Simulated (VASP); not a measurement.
# Ge (Cmcm) in VASP: a series of runs

Runs on Ge. Level: LDA. Tasks: single point.

All numbers are computed with VASP 6.6.1; they aren't measurements. Logs are shortened: lines on timing, memory, paths and dates and some standing lists are left out, and cuts for length are marked.

## 1. The cell of the first run

It takes space group Cmcm (No. 63, orthorhombic). Conventional cell: a = 2.996 Å, b = 5.224 Å, c = 4.759 Å, α = 90.00°, β = 90.00°, γ = 90.00°. Ge (site symmetry m2m) has 12 Ge at 2.94 to 3.01 Å within 3.9 Å.

This isn't the form of Ge at room conditions, which is diamond.

## 2. Single point, LDA (18.62 Å³/atom)

INCAR reads:

```
SYSTEM = Ge
  PREC = Accurate
  ENCUT = 520
  EDIFF = 1E-6
  ISMEAR = -1
  SIGMA = 0.05
  LREAL = .FALSE.
  LASPH = .TRUE.
  NELM = 80
  ALGO = Normal
  ISIF = 2
  LWAVE = .FALSE.
  LCHARG = .TRUE.
  GGA = CA
  LELF = .TRUE.
  LVHAR = .TRUE.
  NBANDS = 21
```

KPOINTS reads:

```
Automatic mesh
0
G
  10 10 6
  0 0 0
```

POSCAR reads:

```
Ge
1.0
    1.4979078673     -2.6118734857      0.0000000000
    1.4979078673      2.6118734857      0.0000000000
    0.0000000000      0.0000000000      4.7589052838
Ge
2
Direct
    0.3334466300      0.6665533700      0.2500000000
    0.6665533700      0.3334466300      0.7500000000
```

Potentials or basis: VASP PAW LDA potentials, release 64 (Ge_d).

On the command line:

```console
cat potpaw_LDA.64/Ge_d/POTCAR > POTCAR
mpirun -np 1 vasp_std > vasp.out
```

OUTCAR:

```text
SYSTEM = Ge
   PREC = Accurate
   ENCUT = 520
   EDIFF = 1E-6
   ISMEAR = -1
   LREAL = .FALSE.
   LASPH = .TRUE.
   NELM = 80
   ISIF = 2
   GGA = CA

 ion  position               nearest neighbor table
   1  0.333  0.667  0.250-
   2  0.667  0.333  0.750-

  LATTYP: Found a base centered orthorhombic cell.
 ALAT       =     2.9958157346
 B/A-ratio  =     1.7436809985
 C/A-ratio  =     1.5885173540

  Lattice vectors:

 A1 = (   1.4979078673,  -2.6118734857,   0.0000000000)
 A2 = (   1.4979078673,   2.6118734857,   0.0000000000)
 A3 = (   0.0000000000,   0.0000000000,   4.7589052838)

Analysis of symmetry for initial positions (statically):
=====================================================================
 Subroutine PRICEL returns:
 Original cell was already a primitive cell.

 Routine SETGRP: Setting up the symmetry group for a
 base centered orthorhombic supercell.

 Subroutine GETGRP returns: Found  8 space group operations
 (whereof  4 operations were pure point group operations)
 out of a pool of  8 trial point group operations.

The static configuration has the point symmetry C_2h.
 The point group associated with its full space group is D_2h.

Analysis of symmetry for dynamics (positions and initial velocities):
=====================================================================
 Subroutine PRICEL returns:
 Original cell was already a primitive cell.

 Routine SETGRP: Setting up the symmetry group for a
 base centered orthorhombic supercell.

 Subroutine GETGRP returns: Found  8 space group operations
 (whereof  4 operations were pure point group operations)
 out of a pool of  8 trial point group operations.

The dynamic configuration has the point symmetry C_2h.
 The point group associated with its full space group is D_2h.

 Subroutine INISYM returns: Found  8 space group operations
 (whereof  4 operations are pure point group operations),
 and found     1 'primitive' translations

----------------------------------------------------------------------------------------

                                     Primitive cell

  volume of cell :      37.2370

  direct lattice vectors                    reciprocal lattice vectors
     1.497907867 -2.611873486  0.000000000     0.333798901 -0.191433468  0.000000000
     1.497907867  2.611873486  0.000000000     0.333798901  0.191433468  0.000000000
     0.000000000  0.000000000  4.758905284     0.000000000  0.000000000  0.210132360

  length of vectors
     3.010915323  3.010915323  4.758905284     0.384796672  0.384796672  0.210132360

  position of ions in fractional coordinates (direct lattice)
     0.333446630  0.666553370  0.250000000
     0.666553370  0.333446630  0.750000000

  ion indices of the primitive-cell ions
   primitive index   ion index
                 1           1
                 2           2

----------------------------------------------------------------------------------------

 KPOINTS: Automatic mesh

Automatic generation of k-mesh.
 Grid dimensions read from file:
 generate k-points for:   10   10    6

 Generating k-lattice:

  Cartesian coordinates                     Fractional coordinates (reciprocal lattice)
     0.033379890 -0.019143347  0.000000000     0.100000000  0.000000000  0.000000000
     0.033379890  0.019143347  0.000000000     0.000000000  0.100000000  0.000000000
     0.000000000  0.000000000  0.035022060     0.000000000  0.000000000  0.166666667

  Length of vectors
     0.038479667  0.038479667  0.035022060

  Shift w.r.t. Gamma in fractional coordinates (k-lattice)
     0.000000000  0.000000000  0.000000000

 Subroutine IBZKPT returns following result:
 ===========================================

 Found    124 irreducible k-points:

 Following reciprocal coordinates:
            Coordinates               Weight
  0.000000  0.000000  0.000000      1.000000
  0.100000  0.000000  0.000000      4.000000
  0.200000  0.000000  0.000000      4.000000
  0.300000 -0.000000  0.000000      4.000000
  0.400000  0.000000  0.000000      4.000000
  0.500000  0.000000  0.000000      2.000000
[... 16 lines left out ...]
  0.300000  0.300000  0.000000      2.000000
  0.400000  0.300000  0.000000      4.000000
 [... further k-points ...]
   k-points           NKPTS =    124   k-points in BZ     NKDIM =    124   number of bands    NBANDS=     21
   number of dos      NEDOS =    301   number of ions     NIONS =      2
   total plane-waves  NPLWV =  20736
   dimension x,y,z NGX =    24 NGY =   24 NGZ =   36
   dimension x,y,z NGXF=    48 NGYF=   48 NGZF=   72
   ions per type =               2
   NGX,Y,Z   is equivalent  to a cutoff of  13.25, 13.25, 12.58 a.u.
   NGXF,Y,Z  is equivalent  to a cutoff of  26.50, 26.50, 25.15 a.u.
 SYSTEM =  Ge
   PREC   = accura    normal or accurate (medium, high low for compatibility)
   ISTART =      0    job   : 0-new  1-cont  2-samecut
   ICHARG =      2    charge: 1-file 2-atom 10-const
   ISPIN  =      1    spin polarized calculation?
   LNONCOLLINEAR =      F non collinear calculations
   LSORBIT =      F    spin-orbit coupling
   LASPH  =      T    aspherical Exc in radial PAW
   ENCUT  =  520.0 eV  38.22 Ry    6.18 a.u.   5.60  5.60  8.85*2*pi/ulx,y,z
   NELM   =     80;   NELMIN=  2; NELMDL= -5     # of ELM steps
   EDIFF  = 0.1E-05   stopping-criterion for ELM
   LREAL  =      F    real-space projection
   EDIFFG = 0.1E-04   stopping-criterion for IOM
   NSW    =      0    number of steps for IOM
   IBRION =     -1    ionic relax: 0-MD 1-quasi-New 2-CG
   NFREE  =      0    steps in history (QN), initial steepest desc. (CG)
   ISIF   =      2    stress and relaxation
   ISYM   =      2    0-nonsym 1-usesym 2-fastsym
   POTIM  = 0.5000    time-step for ionic-motion
   TEBEG  =    0.0;   TEEND  =   0.0 temperature during run
   PSTRESS=    0.0 pullay stress
   NELECT =      28.0000    total number of electrons
   NUPDOWN=      -1.0000    fix difference up-down
   EMIN   =  10.00;   EMAX   =-10.00  energy-range for DOS
   EFERMI =   0.00;   METHOD = LEGACY
   ISMEAR =    -1;   SIGMA  =   0.05  broadening in eV -4-tet -1-fermi 0-gaus
   EFERMI_NEDOS =   21; number of points for ismear=-14 and -15
   IALGO  =     38    algorithm
   IMIX   =      4    mixing-type and parameters
     AMIX     =   0.40;   BMIX     =  1.00
     AMIX_MAG =   1.60;   BMIX_MAG =  1.00
  volume/ion in A,a.u.               =      18.62       125.64
  Fermi-wavevector in a.u.,A,eV,Ry     =   1.488685  2.813206 30.152991  2.216182
  Thomas-Fermi vector in A             =   2.601688
   LORBIT       =      0    0 simple, 1 ext, 2 COOP (PROOUT), +10 PAW based schemes
   GGA     = CA    functional components
   LHFCALC =     F    Hartree Fock is set to
   AEXX    =    0.0000 exact exchange contribution
   IVDW    =     0    specifies the selected vdW correction
   LEPSILON=     F    determine dielectric tensor
   LRPA    =     F    only Hartree local field effects (RPA)
 non-spin polarized calculation
  energy-cutoff  :      520.00
  volume of cell :       37.24
 maximum number of plane-waves:      1025
 NGX is ok and might be reduce to    24
   NGX = 11   NGY = 11   NGZ = 17

 number of electron      28.0000010 magnetization

 Free energy of the ion-electron system (eV)
  ---------------------------------------------------
  ext. energy  EPLUGINS =         0.00000000
  ---------------------------------------------------
  free energy    TOTEN  =        -9.78352518 eV

  energy without entropy =       -9.77529590  energy(sigma->0) =       -9.77941054

 E-fermi :   6.5646     XC(G=0): -11.6446

 val. band max:        6.5641799651   @ k =   0.3000   0.2000   0.1667
 cond. band min:       6.5765247075   @ k =   0.5000   0.2000   0.1667
 fundamental gap:      0.0123447424
 Fermi energy:         6.5646033706

 k-point     1 :       0.0000    0.0000    0.0000
  band No.  band energies     occupation
      1     -18.1616      2.00000
      2     -18.1540      2.00000
      3     -18.1512      2.00000
      4     -18.1505      2.00000
      5     -18.1455      2.00000
      6     -18.1424      2.00000
[... 13 lines left out ...]
     20      19.4880      0.00000
     21      20.6014      0.00000

 k-point     2 :       0.1000    0.0000    0.0000
  band No.  band energies     occupation
      1     -18.1648      2.00000
      2     -18.1564      2.00000
      3     -18.1452      2.00000
      4     -18.1413      2.00000
      5     -18.1385      2.00000
      6     -18.1361      2.00000
[... 13 lines left out ...]
     20      19.5232      0.00000
     21      20.7742      0.00000

 k-point     3 :       0.2000    0.0000    0.0000
  band No.  band energies     occupation
      1     -18.1794      2.00000
      2     -18.1513      2.00000
      3     -18.1457      2.00000
      4     -18.1438      2.00000
      5     -18.1351      2.00000
      6     -18.1241      2.00000
[... 13 lines left out ...]
     20      19.4093      0.00000
     21      20.5934      0.00000

 k-point     4 :       0.3000   -0.0000    0.0000
  band No.  band energies     occupation
      1     -18.1952      2.00000
      2     -18.1599      2.00000
      3     -18.1530      2.00000
      4     -18.1515      2.00000
      5     -18.1227      2.00000
      6     -18.0983      2.00000
[... 13 lines left out ...]
     20      18.4251      0.00000
     21      19.9017      0.00000

 k-point     5 :       0.4000    0.0000    0.0000
  band No.  band energies     occupation
      1     -18.2070      2.00000
      2     -18.1725      2.00000
      3     -18.1600      2.00000
      4     -18.1543      2.00000
      5     -18.1108      2.00000
      6     -18.1039      2.00000
[... 13 lines left out ...]
     20      17.8792      0.00000
     21      19.4016      0.00000
[... 382 lines left out ...]
     20      17.4159      0.00000
     21      20.1607      0.00000

 k-point    22 :      -0.2000    0.2000    0.0000
  band No.  band energies     occupation
      1     -18.1816      2.00000
      2     -18.1520      2.00000
      3     -18.1458      2.00000
      4     -18.1430      2.00000
      5     -18.1368      2.00000
      6     -18.1226      2.00000
[... 13 lines left out ...]
     20      19.4110      0.00000
     21      20.7096      0.00000

 k-point    23 :       0.3000    0.3000    0.0000
  band No.  band energies     occupation
      1     -18.1947      2.00000
      2     -18.1482      2.00000
      3     -18.1453      2.00000
      4     -18.1373      2.00000
      5     -18.1213      2.00000
      6     -18.1094      2.00000
[... 13 lines left out ...]
     20      21.9360      0.00000
     21      22.5088      0.00000

 k-point    24 :       0.4000    0.3000    0.0000
  band No.  band energies     occupation
      1     -18.1944      2.00000
      2     -18.1478      2.00000
      3     -18.1446      2.00000
      4     -18.1363      2.00000
      5     -18.1219      2.00000
      6     -18.1109      2.00000
[... 13 lines left out ...]
     20      22.0666      0.00000
     21      22.6700      0.00000

 [... further k-points ...]

------------------------ aborting loop because EDIFF is reached ----------------------------------------

  FORCE on cell =-STRESS in cart. coord.  units (eV):
  Direction    XX          YY          ZZ          XY          YZ          ZX
  --------------------------------------------------------------------------------------
  -------------------------------------------------------------------------------------
  Total       -0.8135747     -0.7802911     -0.3003402      0.0000000      0.0000000      0.0000000
  in kB      -35.0052931    -33.5732142    -12.9225976      0.0000000      0.0000000      0.0000000
  external PRESSURE =     -27.1670350 kB  Pullay stress =       0.0000000 kB

 VOLUME and BASIS-vectors are now :
 -----------------------------------------------------------------------------
  energy-cutoff  :      520.00
  volume of cell :       37.24
      direct lattice vectors                 reciprocal lattice vectors
     1.497907867 -2.611873486  0.000000000     0.333798901 -0.191433468  0.000000000
     1.497907867  2.611873486  0.000000000     0.333798901  0.191433468  0.000000000
     0.000000000  0.000000000  4.758905284     0.000000000  0.000000000  0.210132360

 POSITION                                       TOTAL-FORCE (eV/Angst)
 -----------------------------------------------------------------------------------
      1.49791      0.87003      1.18973         0.000000      0.000843      0.000000
      1.49791     -0.87003      3.56918         0.000000     -0.000843     -0.000000
 -----------------------------------------------------------------------------------
    total drift:                                0.000000     -0.000000      0.000000

  FREE ENERGIE OF THE ION-ELECTRON SYSTEM (eV)
  ---------------------------------------------------
  free  energy   TOTEN  =        -9.7835251813 eV

  energy  without entropy=       -9.7752958992  energy(sigma->0) =       -9.77941054
```

Wall time 61 s (1 thread of Intel Xeon 8259CL, shared host); peak memory 0.19 GiB.

Results:

* Free energy: -9.7835 eV
* Pressure: -2.7 GPa
* Band gap on the k mesh: zero (bands 14 and 15 overlap by 8.69 eV)

Levels at points of the mesh, in eV from the Fermi level:
```tsv
k point	band 10	band 11	band 12	band 13	band 14	band 15	band 16	band 17	band 18	band 19
(0.00, 0.00, 0.00)	-24.63	-13.19	-7.49	-5.37	6.39	6.50	8.43	8.54	9.74	11.29
(0.50, 0.00, 0.00)	-24.62	-8.40	-7.04	-2.36	-1.26	-0.84	1.49	2.37	6.50	6.97
(0.50, 0.50, 0.00)	-24.62	-8.47	-7.08	-2.39	-1.28	-0.90	1.46	2.52	6.63	7.11
(0.00, 0.00, 0.50)	-24.65	-11.55	-11.55	1.81	1.81	7.49	7.49	7.59	7.59	12.60
(0.50, 0.00, 0.50)	-24.62	-7.01	-7.01	-4.79	-4.79	3.99	3.99	4.90	4.90	8.69
(0.50, 0.50, 0.50)	-24.62	-7.09	-7.09	-4.82	-4.82	4.14	4.14	4.92	4.92	8.78
```

## 3. Single point, LDA (18.98 Å³/atom)

This run uses another cell than the first one, of 18.98 Å³/atom.

INCAR reads:

```
SYSTEM = Ge
PREC = Accurate
ENCUT = 520
EDIFF = 1E-6
ISMEAR = -1
SIGMA = 0.05
LREAL = .False.
LASPH = .True.
NELM = 100
ALGO = Normal
ISIF = 2
LWAVE = .False.
LCHARG = .False.
NBANDS = 21
```

KPOINTS reads:

```
Automatic mesh
0
Gamma
  10 10 6
  0 0 0
```

POSCAR reads:

```
Ge
1.0
    1.5076348143     -2.6288341784      0.0000000000
    1.5076348143      2.6288341784      0.0000000000
    0.0000000000      0.0000000000      4.7898081321
Ge
2
Direct
    0.3334466300      0.6665533700      0.2500000000
    0.6665533700      0.3334466300      0.7500000000
```

Potentials or basis: VASP PAW LDA potentials, release 64 (Ge_d).

On the command line:

```console
cat potpaw_LDA.64/Ge_d/POTCAR > POTCAR
mpirun -np 1 vasp_std > vasp.out
```

It took 54 s on 1 thread of Intel Xeon 8259CL, shared host; peak memory 0.19 GiB.

It converged, with:

```
Free energy            : -9.7692 eV
Pressure               : -4.0 GPa
Band gap on the k mesh : zero (bands 14 and 15 overlap by 8.51 eV)
```

Stress tensor (GPa, compression positive):
```
-4.71  0.00  0.00
 0.00 -4.61  0.00
 0.00  0.00 -2.66
```

Levels at points of the mesh, in eV from the Fermi level:
```tsv
k point	band 12	band 13	band 14	band 15	band 16	band 17
(0.00, 0.00, 0.00)	-7.47	-5.27	6.26	6.37	8.26	8.37
(0.50, 0.00, 0.00)	-6.97	-2.40	-1.25	-0.81	1.50	2.33
(0.50, 0.50, 0.00)	-7.02	-2.43	-1.27	-0.87	1.46	2.48
(0.00, 0.00, 0.50)	-11.42	1.76	1.76	7.33	7.33	7.43
(0.50, 0.00, 0.50)	-7.00	-4.70	-4.70	3.92	3.92	4.78
(0.50, 0.50, 0.50)	-7.08	-4.72	-4.72	4.07	4.07	4.80
```

Caveat: the cell stands under tension.

## 4. Single point, LDA (19.35 Å³/atom)

This run uses another cell than the first one, of 19.35 Å³/atom.

INCAR reads:

```
SYSTEM = Ge
PREC = Accurate ; ENCUT = 520
EDIFF = 1E-6 ; ISMEAR = -1
SIGMA = 0.05 ; LREAL = .False.
LASPH = .True. ; NELM = 100
ALGO = Normal ; ISIF = 2
LWAVE = .False. ; LCHARG = .False.
NBANDS = 21
```

KPOINTS is that of step 3.

POSCAR reads:

```
Ge
1.0
    1.5172378428     -2.6455787966      0.0000000000
    1.5172378428      2.6455787966      0.0000000000
    0.0000000000      0.0000000000      4.8203172867
Ge
2
Direct
    0.3334466300      0.6665533700      0.2500000000
    0.6665533700      0.3334466300      0.7500000000
```

On the command line:

```console
cat potpaw_LDA.64/Ge_d/POTCAR > POTCAR
mpirun -np 1 vasp_std > vasp.out
```

Wall time 53 s (1 thread of Intel Xeon 8259CL, shared host); peak memory 0.19 GiB.

The run converged. Its results:

```yaml
Free_energy: -9.7493 eV
Pressure: -5.2 GPa
Band_gap_on_the_k_mesh: zero (bands 14 and 15 overlap by 8.35 eV)
```

Stress tensor (GPa, compression positive):
```
-5.81  0.00  0.00
 0.00 -5.76  0.00
 0.00  0.00 -3.92
```

Levels at points of the mesh, in eV from the Fermi level:
```csv
k point,band 10,band 11,band 12,band 13,band 14,band 15,band 16,band 17,band 18,band 19
"(0.00, 0.00, 0.00)",-24.65,-12.89,-7.45,-5.17,6.13,6.23,8.09,8.20,9.31,10.95
"(0.50, 0.00, 0.00)",-24.64,-8.30,-6.92,-2.44,-1.25,-0.79,1.50,2.29,6.41,6.68
"(0.50, 0.50, 0.00)",-24.64,-8.37,-6.96,-2.47,-1.27,-0.85,1.47,2.44,6.54,6.81
"(0.00, 0.00, 0.50)",-24.67,-11.30,-11.30,1.70,1.70,7.17,7.17,7.28,7.28,12.26
"(0.50, 0.00, 0.50)",-24.64,-7.00,-7.00,-4.61,-4.61,3.85,3.85,4.67,4.67,8.55
"(0.50, 0.50, 0.50)",-24.65,-7.07,-7.07,-4.64,-4.64,4.00,4.00,4.69,4.69,8.64
```

Caveat: the cell stands under tension.

## 5. Overview

```tsv
cell	gap on the mesh (eV)	pressure (GPa)
a = 3.011, b = 3.011, c = 4.759 Å, angles 90.0, 90.0, 120.3°, 2 atoms	none	-2.7
a = 3.030, b = 3.030, c = 4.790 Å, angles 90.0, 90.0, 120.3°, 2 atoms	none	-4.0
a = 3.050, b = 3.050, c = 4.820 Å, angles 90.0, 90.0, 120.3°, 2 atoms	none	-5.2
```

Alike in all rows: task single point; level LDA; potentials or basis VASP PAW LDA potentials, release 64 (Ge_d); no spin polarisation; k mesh 10 × 10 × 6; cutoff (eV) 520; smearing fermi-dirac 0.05 eV.

Caveats: the cell stands under tension (at least some runs).

Absolute energies hang on the potentials; compare differences alone.
